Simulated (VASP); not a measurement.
# TaN (Fm-3m) in VASP: a series of runs

TaN is run at these levels: RPBE, PBEsol; tasks: single point.

Program: VASP 6.6.1. These are calculated values, not measurements. Logs are shortened: lines on timing, memory, paths and dates and some standing lists are left out, and cuts for length are marked.

**1. The cell of the first run**

It takes space group Fm-3m (No. 225, cubic). The conventional cell has a = 4.423 Å, b = 4.423 Å, c = 4.423 Å, α = 90.00°, β = 90.00°, γ = 90.00°. Ta (site symmetry m-3m) has 6 N at 2.21 Å within 2.9 Å. Within 2.9 Å of N (site symmetry m-3m) lie 6 Ta at 2.21 Å.

**2. Single point, RPBE**

Contents of INCAR:

```
SYSTEM = TaN
PREC = Accurate ; ENCUT = 520
EDIFF = 1E-6 ; ISMEAR = 0
SIGMA = 0.02 ; LREAL = .False.
LASPH = .True. ; NELM = 100
ALGO = Normal ; ISIF = 2
LWAVE = .False. ; LCHARG = .False.
GGA = RP ; NBANDS = 15
```

Contents of KPOINTS:

```
regular mesh
0
Gamma
  10 10 10
  0 0 0
```

Contents of POSCAR:

```
TaN
1.0
    0.0000000000      2.2113230000      2.2113230000
    2.2113230000      0.0000000000      2.2113230000
    2.2113230000      2.2113230000      0.0000000000
Ta N
1 1
Direct
    0.5000000000      0.5000000000      0.5000000000
    0.0000000000      0.0000000000      0.0000000000
```

Potentials or basis: VASP PAW PBE potentials, release 64 (Ta_pv, N).

The run is started by

```bash
> cat potpaw_PBE.64/Ta_pv/POTCAR potpaw_PBE.64/N/POTCAR > POTCAR
> mpirun -np 1 vasp_std > vasp.out
```

OUTCAR:

```text
SYSTEM = TaN
   PREC = Accurate
   ENCUT = 520
   EDIFF = 1E-6
   ISMEAR = 0
   LREAL = .False.
   LASPH = .True.
   NELM = 100
   ISIF = 2
   GGA = RP

 ion  position               nearest neighbor table
   1  0.500  0.500  0.500-   2 2.21   2 2.21   2 2.21   2 2.21   2 2.21   2 2.21
   2  0.000  0.000  0.000-   1 2.21   1 2.21   1 2.21   1 2.21   1 2.21   1 2.21

  LATTYP: Found a face centered cubic cell.
 ALAT       =     4.4226460000

  Lattice vectors:

 A1 = (   0.0000000000,   2.2113230000,   2.2113230000)
 A2 = (   2.2113230000,   0.0000000000,   2.2113230000)
 A3 = (   2.2113230000,   2.2113230000,   0.0000000000)

Analysis of symmetry for initial positions (statically):
=====================================================================
 Subroutine PRICEL returns:
 Original cell was already a primitive cell.

 Routine SETGRP: Setting up the symmetry group for a
 face centered cubic supercell.

 Subroutine GETGRP returns: Found 48 space group operations
 (whereof 48 operations were pure point group operations)
 out of a pool of 48 trial point group operations.

The static configuration has the point symmetry O_h .

Analysis of symmetry for dynamics (positions and initial velocities):
=====================================================================
 Subroutine PRICEL returns:
 Original cell was already a primitive cell.

 Routine SETGRP: Setting up the symmetry group for a
 face centered cubic supercell.

 Subroutine GETGRP returns: Found 48 space group operations
 (whereof 48 operations were pure point group operations)
 out of a pool of 48 trial point group operations.

The dynamic configuration has the point symmetry O_h .

 Subroutine INISYM returns: Found 48 space group operations
 (whereof 48 operations are pure point group operations),
 and found     1 'primitive' translations

----------------------------------------------------------------------------------------

                                     Primitive cell

  volume of cell :      21.6265

  direct lattice vectors                    reciprocal lattice vectors
     0.000000000  2.211323000  2.211323000    -0.226108985  0.226108985  0.226108985
     2.211323000  0.000000000  2.211323000     0.226108985 -0.226108985  0.226108985
     2.211323000  2.211323000  0.000000000     0.226108985  0.226108985 -0.226108985

  length of vectors
     3.127282977  3.127282977  3.127282977     0.391632251  0.391632251  0.391632251

  position of ions in fractional coordinates (direct lattice)
     0.500000000  0.500000000  0.500000000
     0.000000000  0.000000000  0.000000000

  ion indices of the primitive-cell ions
   primitive index   ion index
                 1           1
                 2           2

----------------------------------------------------------------------------------------

 KPOINTS: regular mesh

Automatic generation of k-mesh.
 Grid dimensions read from file:
 generate k-points for:   10   10   10

 Generating k-lattice:

  Cartesian coordinates                     Fractional coordinates (reciprocal lattice)
    -0.022610899  0.022610899  0.022610899     0.100000000  0.000000000  0.000000000
     0.022610899 -0.022610899  0.022610899     0.000000000  0.100000000  0.000000000
     0.022610899  0.022610899 -0.022610899     0.000000000  0.000000000  0.100000000

  Length of vectors
     0.039163225  0.039163225  0.039163225

  Shift w.r.t. Gamma in fractional coordinates (k-lattice)
     0.000000000  0.000000000  0.000000000

 Subroutine IBZKPT returns following result:
 ===========================================

 Found     47 irreducible k-points:

 Following reciprocal coordinates:
            Coordinates               Weight
  0.000000  0.000000  0.000000      1.000000
  0.100000  0.000000  0.000000      8.000000
  0.200000  0.000000  0.000000      8.000000
  0.300000  0.000000  0.000000      8.000000
  0.400000  0.000000  0.000000      8.000000
  0.500000  0.000000  0.000000      4.000000
[... 16 lines left out ...]
  0.300000  0.300000  0.000000      6.000000
  0.400000  0.300000  0.000000     24.000000
 [... further k-points ...]
   k-points           NKPTS =     47   k-points in BZ     NKDIM =     47   number of bands    NBANDS=     15
   number of dos      NEDOS =    301   number of ions     NIONS =      2
   total plane-waves  NPLWV =  13824
   dimension x,y,z NGX =    24 NGY =   24 NGZ =   24
   dimension x,y,z NGXF=    48 NGYF=   48 NGZF=   48
   ions per type =               1   1
   NGX,Y,Z   is equivalent  to a cutoff of  12.76, 12.76, 12.76 a.u.
   NGXF,Y,Z  is equivalent  to a cutoff of  25.52, 25.52, 25.52 a.u.
 SYSTEM =  TaN
   PREC   = accura    normal or accurate (medium, high low for compatibility)
   ISTART =      0    job   : 0-new  1-cont  2-samecut
   ICHARG =      2    charge: 1-file 2-atom 10-const
   ISPIN  =      1    spin polarized calculation?
   LNONCOLLINEAR =      F non collinear calculations
   LSORBIT =      F    spin-orbit coupling
   LASPH  =      T    aspherical Exc in radial PAW
   ENCUT  =  520.0 eV  38.22 Ry    6.18 a.u.   5.81  5.81  5.81*2*pi/ulx,y,z
   NELM   =    100;   NELMIN=  2; NELMDL= -5     # of ELM steps
   EDIFF  = 0.1E-05   stopping-criterion for ELM
   LREAL  =      F    real-space projection
   EDIFFG = 0.1E-04   stopping-criterion for IOM
   NSW    =      0    number of steps for IOM
   IBRION =     -1    ionic relax: 0-MD 1-quasi-New 2-CG
   NFREE  =      0    steps in history (QN), initial steepest desc. (CG)
   ISIF   =      2    stress and relaxation
   ISYM   =      2    0-nonsym 1-usesym 2-fastsym
   POTIM  = 0.5000    time-step for ionic-motion
   TEBEG  =    0.0;   TEEND  =   0.0 temperature during run
   PSTRESS=    0.0 pullay stress
   NELECT =      16.0000    total number of electrons
   NUPDOWN=      -1.0000    fix difference up-down
   EMIN   =  10.00;   EMAX   =-10.00  energy-range for DOS
   EFERMI =   0.00;   METHOD = LEGACY
   ISMEAR =     0;   SIGMA  =   0.02  broadening in eV -4-tet -1-fermi 0-gaus
   EFERMI_NEDOS =   21; number of points for ismear=-14 and -15
   IALGO  =     38    algorithm
   IMIX   =      4    mixing-type and parameters
     AMIX     =   0.40;   BMIX     =  1.00
     AMIX_MAG =   1.60;   BMIX_MAG =  1.00
  volume/ion in A,a.u.               =      10.81        72.97
  Fermi-wavevector in a.u.,A,eV,Ry     =   1.480651  2.798024 29.828417  2.192327
  Thomas-Fermi vector in A             =   2.594659
   LORBIT       =      0    0 simple, 1 ext, 2 COOP (PROOUT), +10 PAW based schemes
   GGA     = RP    functional components
   LHFCALC =     F    Hartree Fock is set to
   AEXX    =    0.0000 exact exchange contribution
   IVDW    =     0    specifies the selected vdW correction
   LEPSILON=     F    determine dielectric tensor
   LRPA    =     F    only Hartree local field effects (RPA)
 non-spin polarized calculation
 Gauss-broadening in eV      SIGMA  =   0.02
  energy-cutoff  :      520.00
  volume of cell :       21.63
 maximum number of plane-waves:       592
   NGX = 11   NGY = 11   NGZ = 11

 number of electron      16.0000003 magnetization

 Free energy of the ion-electron system (eV)
  ---------------------------------------------------
  ext. energy  EPLUGINS =         0.00000000
  ---------------------------------------------------
  free energy    TOTEN  =       -20.79201192 eV

  energy without entropy =      -20.79153595  energy(sigma->0) =      -20.79177394

 E-fermi :   9.5212     XC(G=0): -13.2819

 val. band max:        9.4017181189   @ k =  -0.2000   0.2000   0.0000
 cond. band min:       9.5294021757   @ k =  -0.3000   0.3000   0.1000
 fundamental gap:      0.1276840568
 Fermi energy:         9.5212117643

 k-point     1 :       0.0000    0.0000    0.0000
  band No.  band energies     occupation
      1     -26.4039      2.00000
      2     -26.4039      2.00000
      3     -26.4039      2.00000
      4      -9.3216      2.00000
      5       5.6882      2.00000
      6       5.6882      2.00000
      7       5.6882      2.00000
      8       7.4058      2.00000
      9       7.4058      2.00000
     10       7.4058      2.00000
     11       9.5307      0.50031
     12       9.5307      0.50025
     13      10.8108      0.00000
     14      18.8258      0.00000
     15      21.8157      0.00000

 k-point     2 :       0.1000    0.0000    0.0000
  band No.  band energies     occupation
      1     -26.4851      2.00000
      2     -26.4115      2.00000
      3     -26.4115      2.00000
      4      -9.0916      2.00000
      5       4.5888      2.00000
      6       4.9599      2.00000
      7       4.9599      2.00000
      8       7.7566      2.00000
      9       7.7566      2.00000
     10       7.8197      2.00000
     11      10.4285      0.00000
     12      10.4285      0.00000
     13      11.5253      0.00000
     14      19.5409      0.00000
     15      21.8154      0.00000

 k-point     3 :       0.2000    0.0000    0.0000
  band No.  band energies     occupation
      1     -26.6918      2.00000
      2     -26.4310      2.00000
      3     -26.4310      2.00000
      4      -8.4634      2.00000
      5       2.7698      2.00000
      6       3.7924      2.00000
      7       3.7924      2.00000
      8       8.3469      2.00000
      9       8.5531      2.00000
     10       8.5531      2.00000
     11      12.2801      0.00000
     12      12.2801      0.00000
     13      12.9975      0.00000
     14      21.1725      0.00000
     15      21.8153      0.00000
[... 343 lines left out ...]
 k-point    23 :       0.3000    0.3000    0.0000
  band No.  band energies     occupation
      1     -26.8745      2.00000
      2     -26.5778      2.00000
      3     -26.5778      2.00000
      4      -7.9442      2.00000
      5       1.3860      2.00000
      6       4.6186      2.00000
      7       4.6186      2.00000
      8       4.9939      2.00000
      9      10.7477      0.00000
     10      11.8250      0.00000
     11      11.8250      0.00000
     12      12.2537      0.00000
     13      17.6298      0.00000
     14      21.7979      0.00000
     15      22.2373      0.00000

 k-point    24 :       0.4000    0.3000    0.0000
  band No.  band energies     occupation
      1     -26.9689      2.00000
      2     -26.6294      2.00000
      3     -26.6056      2.00000
      4      -7.8050      2.00000
      5       1.5885      2.00000
      6       3.6494      2.00000
      7       4.3128      2.00000
      8       5.6614      2.00000
      9      11.5886      0.00000
     10      12.3123      0.00000
     11      12.3915      0.00000
     12      13.1927      0.00000
     13      17.7116      0.00000
     14      19.9732      0.00000
     15      21.8203      0.00000

 [... further k-points ...]

------------------------ aborting loop because EDIFF is reached ----------------------------------------

  FORCE on cell =-STRESS in cart. coord.  units (eV):
  Direction    XX          YY          ZZ          XY          YZ          ZX
  --------------------------------------------------------------------------------------
  -------------------------------------------------------------------------------------
  Total        0.5407244      0.5407244      0.5407244      0.0000000     -0.0000000      0.0000000
  in kB       40.0589876     40.0589876     40.0589876      0.0000000     -0.0000000      0.0000000
  external PRESSURE =      40.0589876 kB  Pullay stress =       0.0000000 kB

 VOLUME and BASIS-vectors are now :
 -----------------------------------------------------------------------------
  energy-cutoff  :      520.00
  volume of cell :       21.63
      direct lattice vectors                 reciprocal lattice vectors
     0.000000000  2.211323000  2.211323000    -0.226108985  0.226108985  0.226108985
     2.211323000  0.000000000  2.211323000     0.226108985 -0.226108985  0.226108985
     2.211323000  2.211323000  0.000000000     0.226108985  0.226108985 -0.226108985

 POSITION                                       TOTAL-FORCE (eV/Angst)
 -----------------------------------------------------------------------------------
      2.21132      2.21132      2.21132         0.000000      0.000000      0.000000
      0.00000      0.00000      0.00000        -0.000000     -0.000000      0.000000
 -----------------------------------------------------------------------------------
    total drift:                                0.000000     -0.000000     -0.000000

  FREE ENERGIE OF THE ION-ELECTRON SYSTEM (eV)
  ---------------------------------------------------
  free  energy   TOTEN  =       -20.7920119243 eV

  energy  without entropy=      -20.7915359464  energy(sigma->0) =      -20.79177394
```

It took 8.3 s on 1 thread of Intel Xeon 6975P-C (Granite Rapids), shared host; peak memory 0.14 GiB.

What came out:

```yaml
Free_energy: -20.7920 eV
Pressure: 4.0 GPa
Band_gap_on_the_k_mesh: zero (band 8 reaches 11.31 eV, above the bottom of band 9 at 7.41 eV)
```

Levels at points of the mesh, in eV from the Fermi level:
```csv
k point,band 5,band 6,band 7,band 8,band 9,band 10,band 11,band 12
"(0.00, 0.00, 0.00)",-3.83,-3.83,-3.83,-2.12,-2.12,-2.12,0.01,0.01
"(0.50, 0.00, 0.00)",-10.30,-7.51,-7.51,1.79,1.79,1.89,3.68,7.31
"(0.50, 0.50, 0.00)",-6.68,-5.41,-4.66,-4.66,2.01,3.38,3.38,4.28
```

Caveat: the PAW data sets were made with another functional, which shifts forces and pressure a little; spin-orbit coupling is left out, which moves the levels of the heavy elements.

**3. Single point, PBEsol (volume scaled by 1.02)**

Contents of INCAR:

```
SYSTEM = TaN
ALGO = Normal
EDIFF = 1E-7
ENCUT = 520
GGA = PS
ISIF = 2
ISMEAR = -1
LASPH = .True.
LCHARG = .False.
LREAL = .False.
LWAVE = .False.
NBANDS = 15
NELM = 100
PREC = Accurate
SIGMA = 0.05
```

Contents of KPOINTS:

```
k-points
0
Gamma
  10 10 10
  0 0 0
```

Contents of POSCAR:

```
TaN
1.0
    0.0000000000      2.2259679500      2.2259679500
    2.2259679500      0.0000000000      2.2259679500
    2.2259679500      2.2259679500      0.0000000000
Ta N
1 1
Direct
    0.5000000000      0.5000000000      0.5000000000
    0.0000000000      0.0000000000      0.0000000000
```

Potentials or basis: VASP PAW PBE potentials, release 64 (Ta_pv, N).

The run is started by

```bash
> cat potpaw_PBE.64/Ta_pv/POTCAR potpaw_PBE.64/N/POTCAR > POTCAR
> mpirun -np 1 vasp_std > vasp.out
```

Wall time 6 s (1 thread of Intel Xeon 6975P-C (Granite Rapids), shared host); peak memory 0.14 GiB.

Results (log left out):

| Quantity | Value |
| --- | --- |
| Free energy | -23.1734 eV |
| Pressure | -15.8 GPa |
| Band gap on the k mesh | zero (band 8 reaches 10.75 eV, above the bottom of band 9 at 6.93 eV) |

Levels at points of the mesh, in eV from the Fermi level:
```csv
k point,band 5,band 6,band 7,band 8,band 9,band 10,band 11,band 12
"(0.00, 0.00, 0.00)",-3.70,-3.70,-3.70,-2.06,-2.06,-2.06,-0.01,-0.01
"(0.50, 0.00, 0.00)",-10.12,-7.34,-7.34,1.76,1.76,1.87,3.66,7.15
"(0.50, 0.50, 0.00)",-6.57,-5.28,-4.54,-4.54,1.94,3.32,3.32,4.15
```

Caveat: the PAW data sets were made with another functional, which shifts forces and pressure a little; spin-orbit coupling is left out, which moves the levels of the heavy elements.

**4. Single point, PBEsol (volume scaled by 1.04)**

Contents of INCAR:

```
SYSTEM = TaN
PREC = Accurate
ENCUT = 520
EDIFF = 1E-7
ISMEAR = -1
SIGMA = 0.05
LREAL = .FALSE.
LASPH = .TRUE.
NELM = 80
ALGO = Normal
ISIF = 2
LWAVE = .FALSE.
LCHARG = .TRUE.
GGA = PS
LELF = .TRUE.
LVHAR = .TRUE.
NBANDS = 15
```

Contents of KPOINTS:

```
Automatic mesh
0
G
  10 10 10
  0 0 0
```

Contents of POSCAR:

```
TaN
1.0
    0.0000000000      2.2404226923      2.2404226923
    2.2404226923      0.0000000000      2.2404226923
    2.2404226923      2.2404226923      0.0000000000
Ta N
1 1
Direct
    0.5000000000      0.5000000000      0.5000000000
    0.0000000000      0.0000000000      0.0000000000
```

The run is started by

```bash
> cat potpaw_PBE.64/Ta_pv/POTCAR potpaw_PBE.64/N/POTCAR > POTCAR
> mpirun -np 1 vasp_std > vasp.out
```

It took 6.8 s on 1 thread of Intel Xeon 6975P-C (Granite Rapids), shared host; peak memory 0.15 GiB.

It converged, with:

```yaml
Free_energy: -23.1237 eV
Pressure: -21.1 GPa
Band_gap_on_the_k_mesh: zero (band 8 reaches 10.48 eV, above the bottom of band 9 at 6.77 eV)
```

Levels at points of the mesh, in eV from the Fermi level:
| k point | band 4 | band 5 | band 6 | band 7 | band 8 | band 9 | band 10 | band 11 | band 12 | band 13 |
| --- | --- | --- | --- | --- | --- | --- | --- | --- | --- | --- |
| (0.00, 0.00, 0.00) | -18.36 | -3.65 | -3.65 | -3.65 | -2.01 | -2.01 | -2.01 | -0.02 | -0.02 | 1.05 |
| (0.50, 0.00, 0.00) | -15.61 | -9.96 | -7.20 | -7.20 | 1.71 | 1.71 | 1.81 | 3.60 | 6.95 | 6.95 |
| (0.50, 0.50, 0.00) | -17.11 | -6.52 | -5.15 | -4.49 | -4.49 | 1.88 | 3.22 | 3.22 | 3.96 | 6.08 |

Caveat: the PAW data sets were made with another functional, which shifts forces and pressure a little; spin-orbit coupling is left out, which moves the levels of the heavy elements.

**5. Overview**

```tsv
level	cell	smearing	gap on the mesh (eV)	pressure (GPa)
RPBE	a = 3.127 Å, angles 60.0°, 2 atoms	gaussian 0.02 eV	none	4.0
PBEsol	a = 3.148 Å, angles 60.0°, 2 atoms	fermi-dirac 0.05 eV	none	-15.8
PBEsol	a = 3.168 Å, angles 60.0°, 2 atoms	fermi-dirac 0.05 eV	none	-21.1
```

Alike in all rows: task single point; potentials or basis VASP PAW PBE potentials, release 64 (Ta_pv, N); no spin polarisation; k mesh 10 × 10 × 10; cutoff (eV) 520.

Caveats: the PAW data sets were made with another functional, which shifts forces and pressure a little; spin-orbit coupling is left out, which moves the levels of the heavy elements.

Absolute energies hang on the potentials; compare differences alone.
